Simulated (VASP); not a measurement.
A run of VASP 6.6.1 is set up as follows.

The input INCAR:

```
SYSTEM = CdS
ALGO = Normal
EDIFF = 1E-8
ENCUT = 520
GGA = PE
ISIF = 2
ISMEAR = -1
LASPH = .True.
LCHARG = .False.
LEFG = .True.
LREAL = .False.
LWAVE = .False.
NBANDS = 16
NELM = 80
PREC = Accurate
SIGMA = 0.02
```

File KPOINTS:

```
k-points
0
Gamma
  7 7 7
  0 0 0
```

POSCAR

```
CdS
1.0
    0.0000000000      2.9816809780      2.9816809780
    2.9816809780      0.0000000000      2.9816809780
    2.9816809780      2.9816809780      0.0000000000
Cd S
1 1
Direct
    0.0000000000      0.0000000000      0.0000000000
    0.7500000000      0.7500000000      0.7500000000
```

Potentials or basis: VASP PAW PBE potentials, release 64 (Cd, S).

Launch:

```bash
$ cat potpaw_PBE.64/Cd/POTCAR potpaw_PBE.64/S/POTCAR > POTCAR
$ mpirun -np 1 vasp_std > vasp.out
```

(1) Estimate the band gap on the k mesh.

(2) Predict the pressure.

Answers

(1) 1.00 eV, direct.

(2) -0.7 GPa.

Caveat: without QUAD_EFG the Cq values of the log hold for a quadrupole moment of 1 mb, not for the nuclei.
